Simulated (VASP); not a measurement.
# LiCaF3 (Pm-3m) in VASP: a series of runs, part 2 of 2

VASP 6.6.1.

**3. Single point, PBE**

This run uses another cell than the first one, of 10.42 Å³/atom, 0.980 times its volume.

File INCAR:

```
ALGO = Normal ; EDIFF = 1E-6
ENCUT = 750 ; GGA = PE
GGA_COMPAT = False ; ISIF = 2
ISMEAR = 1 ; LASPH = True
LCHARG = True ; LELF = True
LREAL = False ; LVHAR = True
LWAVE = False ; NBANDS = 25
NELM = 120 ; PREC = Accurate
SIGMA = 0.02
```

File KPOINTS:

```
k-points
0
Gamma
  5 5 5
```

File POSCAR:

```
LiCaF3
1.0
    3.7352786665      0.0000000000      0.0000000000
    0.0000000000      3.7352786665      0.0000000000
    0.0000000000      0.0000000000      3.7352786665
Ca Li F
1 1 3
Direct
    0.0000000000      0.0000000000      0.0000000000
    0.5000000000      0.5000000000      0.5000000000
    0.5000000000      0.5000000000      0.0000000000
    0.0000000000      0.5000000000      0.5000000000
    0.5000000000      0.0000000000      0.5000000000
```

Potentials or basis: VASP PAW PBE potentials, release 64 (Ca_sv, Li_sv, F).

Started as:

```bash
> cat potpaw_PBE.64/Ca_sv/POTCAR potpaw_PBE.64/Li_sv/POTCAR potpaw_PBE.64/F/POTCAR > POTCAR
> mpirun -np 1 vasp_std > vasp.out
```

OUTCAR:

```text
EDIFF = 1E-6
   ENCUT = 750
   GGA = PE
   ISIF = 2
   ISMEAR = 1
   LASPH = True
   LREAL = False
   NELM = 120
   PREC = Accurate

 ion  position               nearest neighbor table
   1  0.000  0.000  0.000-
   2  0.500  0.500  0.500-   3 1.87   4 1.87   5 1.87   3 1.87   5 1.87   4 1.87
   3  0.500  0.500  0.000-   2 1.87   2 1.87
   4  0.000  0.500  0.500-   2 1.87   2 1.87
   5  0.500  0.000  0.500-   2 1.87   2 1.87

  LATTYP: Found a simple cubic cell.
 ALAT       =     3.7352786665

  Lattice vectors:

 A1 = (   3.7352786665,   0.0000000000,   0.0000000000)
 A2 = (   0.0000000000,   3.7352786665,   0.0000000000)
 A3 = (   0.0000000000,   0.0000000000,   3.7352786665)

Analysis of symmetry for initial positions (statically):
=====================================================================
 Subroutine PRICEL returns:
 Original cell was already a primitive cell.

 Routine SETGRP: Setting up the symmetry group for a
 simple cubic supercell.

[... 155 lines left out ...]

  energy without entropy =      -26.10155599  energy(sigma->0) =      -26.10113283

 E-fermi :   0.1298     XC(G=0): -10.3798

 val. band max:        0.1174387765   @ k =   0.4000   0.4000   0.4000
 cond. band min:       6.7368211566   @ k =   0.0000   0.0000   0.0000
 fundamental gap:      6.6193823801
 Fermi energy:         0.1298304842

 k-point     1 :       0.0000    0.0000    0.0000
  band No.  band energies     occupation
      1     -39.9465      2.00000
      2     -37.4890      2.00000
      3     -20.1531      2.00000
      4     -19.1864      2.00000
      5     -19.1864      2.00000
      6     -18.4074      2.00000
[... 269 lines left out ...]
     24      14.4998      0.00000
     25      15.0127      0.00000

------------------------ aborting loop because EDIFF is reached ----------------------------------------

  FORCE on cell =-STRESS in cart. coord.  units (eV):
  Direction    XX          YY          ZZ          XY          YZ          ZX
  --------------------------------------------------------------------------------------
  -------------------------------------------------------------------------------------
  Total        0.4930528      0.4930528      0.4930528      0.0000000      0.0000000      0.0000000
  in kB       15.1577593     15.1577593     15.1577593      0.0000000      0.0000000      0.0000000
  external PRESSURE =      15.1577593 kB  Pullay stress =       0.0000000 kB

 VOLUME and BASIS-vectors are now :
 -----------------------------------------------------------------------------
  energy-cutoff  :      750.00
  volume of cell :       52.12
      direct lattice vectors                 reciprocal lattice vectors
     3.735278667  0.000000000  0.000000000     0.267717643  0.000000000  0.000000000
     0.000000000  3.735278667  0.000000000     0.000000000  0.267717643  0.000000000
     0.000000000  0.000000000  3.735278667     0.000000000  0.000000000  0.267717643

 POSITION                                       TOTAL-FORCE (eV/Angst)
 -----------------------------------------------------------------------------------
      0.00000      0.00000      0.00000         0.000000      0.000000      0.000000
      1.86764      1.86764      1.86764         0.000000      0.000000      0.000000
      1.86764      1.86764      0.00000         0.000000      0.000000      0.000000
      0.00000      1.86764      1.86764         0.000000      0.000000      0.000000
      1.86764      0.00000      1.86764         0.000000      0.000000      0.000000
 -----------------------------------------------------------------------------------
    total drift:                                0.000000      0.000000      0.000000

  FREE ENERGIE OF THE ION-ELECTRON SYSTEM (eV)
  ---------------------------------------------------
  free  energy   TOTEN  =       -26.1009212452 eV

  energy  without entropy=      -26.1015559884  energy(sigma->0) =      -26.10113283
```

OSZICAR:

```text
N       E                     dE             d eps       ncg     rms          rms(c)
DAV:   1     0.370771073786E+03    0.37077E+03   -0.22743E+04   500   0.188E+03
DAV:   2    -0.317143548550E+01   -0.37394E+03   -0.35908E+03   593   0.455E+02
DAV:   3    -0.257080460667E+02   -0.22537E+02   -0.22412E+02   585   0.112E+02
DAV:   4    -0.283320042739E+02   -0.26240E+01   -0.26198E+01   958   0.211E+01
DAV:   5    -0.283528473608E+02   -0.20843E-01   -0.20841E-01   540   0.231E+00    0.949E+00
DAV:   6    -0.262091640672E+02    0.21437E+01   -0.66161E+00   585   0.170E+01    0.345E+00
DAV:   7    -0.261430873945E+02    0.66077E-01   -0.29678E-01   675   0.382E+00    0.200E+00
DAV:   8    -0.261004847432E+02    0.42603E-01   -0.12429E-01   610   0.328E+00    0.333E-01
DAV:   9    -0.261004608476E+02    0.23896E-04   -0.22466E-02   661   0.107E+00    0.189E-01
DAV:  10    -0.261010400521E+02   -0.57920E-03   -0.40848E-03   584   0.569E-01    0.929E-02
DAV:  11    -0.261009161357E+02    0.12392E-03   -0.56632E-04   669   0.246E-01    0.211E-02
DAV:  12    -0.261009202661E+02   -0.41304E-05   -0.28435E-05   645   0.453E-02    0.433E-03
DAV:  13    -0.261009212452E+02   -0.97912E-06   -0.16975E-06   510   0.105E-02
   1 F= -.26100921E+02 E0= -.26101133E+02  d E =0.634743E-03
```

Wall time 35 s (1 thread of Intel Xeon 8259CL, shared host); peak memory 0.21 GiB.

What came out:

```yaml
Free_energy: -26.1009 eV
Pressure: 1.5 GPa
Band_gap_on_the_k_mesh: 6.62 eV, indirect (least direct gap 6.65 eV)
```

A k mesh can miss the band edges.

**4. Single point, PBE**

This run uses another cell than the first one, of 10.85 Å³/atom, 1.020 times its volume.

File INCAR:

```
ALGO     = Normal         # electronic algorithm
EDIFF    = 1E-6           # SCF threshold, eV
ENCUT    = 750            # plane-wave cutoff, eV
GGA      = PE             # functional
GGA_COMPAT= F            
ISIF     = 2              # what is computed and relaxed
ISMEAR   = 1              # smearing method
LASPH    = T              # aspherical terms in the spheres
LCHARG   = T              # write CHGCAR
LELF     = T              # ELF
LREAL    = F              # projectors in reciprocal space
LVHAR    = T            
LWAVE    = F              # write WAVECAR
NBANDS   = 25             # bands
NELM     = 120            # most SCF steps
PREC     = Accurate       # precision mode
SIGMA    = 0.02           # smearing width, eV
```

KPOINTS is that of step 3.

Changes to POSCAR since step 3:

```diff
@@ -2,5 +2,5 @@
 1.0
-    3.7352786665      0.0000000000      0.0000000000
-    0.0000000000      3.7352786665      0.0000000000
-    0.0000000000      0.0000000000      3.7352786665
+    3.7854226187      0.0000000000      0.0000000000
+    0.0000000000      3.7854226187      0.0000000000
+    0.0000000000      0.0000000000      3.7854226187
 Ca Li F
```

Started as:

```bash
> cat potpaw_PBE.64/Ca_sv/POTCAR potpaw_PBE.64/Li_sv/POTCAR potpaw_PBE.64/F/POTCAR > POTCAR
> mpirun -np 1 vasp_std > vasp.out
```

Run time: 37 s. Hardware: 1 thread of Intel Xeon 8259CL, shared host; peak memory 0.21 GiB.

The run converged. Its results:

```
Free energy            : -26.1052 eV
Pressure               : -1.7 GPa
Band gap on the k mesh : 6.52 eV, indirect (least direct gap 6.55 eV)
```

Levels at points of the mesh, in eV from the valence-band top:
```
           k point  band 15  band 16  band 17  band 18  band 19  band 20
(0.00, 0.00, 0.00)    -0.03    -0.03    -0.03     6.52     6.52     6.79
```

**5. Relaxation of cell and atoms, PBE**

File INCAR:

```
SYSTEM = LiCaF3
PREC = Accurate
ENCUT = 750
EDIFF = 1E-7
ISMEAR = 1
SIGMA = 0.02
LREAL = .False.
LASPH = .True.
NELM = 120
ALGO = Normal
ISIF = 3
LWAVE = .False.
LCHARG = .False.
GGA = PE
IBRION = 2
NSW = 60
EDIFFG = -0.03
GGA_COMPAT = .False.
NELMIN = 4
```

File KPOINTS:

```
Automatic mesh
0
Gamma
  5 5 5
  0 0 0
```

Changes to POSCAR since step 4:

```diff
@@ -2,5 +2,5 @@
 1.0
-    3.7854226187      0.0000000000      0.0000000000
-    0.0000000000      3.7854226187      0.0000000000
-    0.0000000000      0.0000000000      3.7854226187
+    3.7600000000      0.0000000000      0.0000000000
+    0.0000000000      3.7600000000      0.0000000000
+    0.0000000000      0.0000000000      3.7600000000
 Ca Li F
```

Started as:

```bash
> cat potpaw_PBE.64/Ca_sv/POTCAR potpaw_PBE.64/Li_sv/POTCAR potpaw_PBE.64/F/POTCAR > POTCAR
> mpirun -np 1 vasp_std > vasp.out
```

It took 32 s on 1 thread of Intel Xeon 8259CL, shared host; peak memory 0.21 GiB.

It converged, with:

| Quantity | Value |
| --- | --- |
| Free energy | -26.1080 eV |
| Pressure after relaxing | -0.2 GPa |
| Band gap on the k mesh | 6.57 eV, indirect (least direct gap 6.60 eV) |

Final structure:
```
CELL_PARAMETERS angstrom
3.76000 0.00000 0.00000
0.00000 3.76000 0.00000
0.00000 0.00000 3.76000
ATOMIC_POSITIONS crystal
Ca 0.00000 0.00000 0.00000
Li 0.50000 0.50000 0.50000
F 0.50000 0.50000 0.00000
F 0.00000 0.50000 0.50000
F 0.50000 0.00000 0.50000
```

Levels at points of the mesh, in eV from the valence-band top:
| k point | band 14 | band 15 | band 16 | band 17 | band 18 | band 19 | band 20 | band 21 |
| --- | --- | --- | --- | --- | --- | --- | --- | --- |
| (0.00, 0.00, 0.00) | -0.73 | -0.03 | -0.03 | -0.03 | 6.57 | 6.57 | 6.94 | 8.16 |

Caveat: the relaxation stopped at its first step, so nothing moved. A k mesh can miss the band edges.

**6. The runs side by side**

| task | cell | gap on the mesh (eV) | pressure (GPa) |
| --- | --- | --- | --- |
| single point | a = 3.761 Å, 5 atoms | 6.57 | -0.2 |
| single point | a = 3.735 Å, 5 atoms | 6.62 | 1.5 |
| single point | a = 3.785 Å, 5 atoms | 6.52 | -1.7 |
| relaxation of cell and atoms | relaxed from a = 3.760 Å, 5 atoms | 6.57 | -0.2 |

Alike in all rows: level PBE; potentials or basis VASP PAW PBE potentials, release 64 (Ca_sv, Li_sv, F); no spin polarisation; k mesh 5 × 5 × 5; cutoff (eV) 750; smearing methfessel-paxton 0.02 eV.

Caveats: the relaxation stopped at its first step, so nothing moved (some runs).

Total energies depend on the potentials used, so only differences within one code and one set of settings carry meaning.
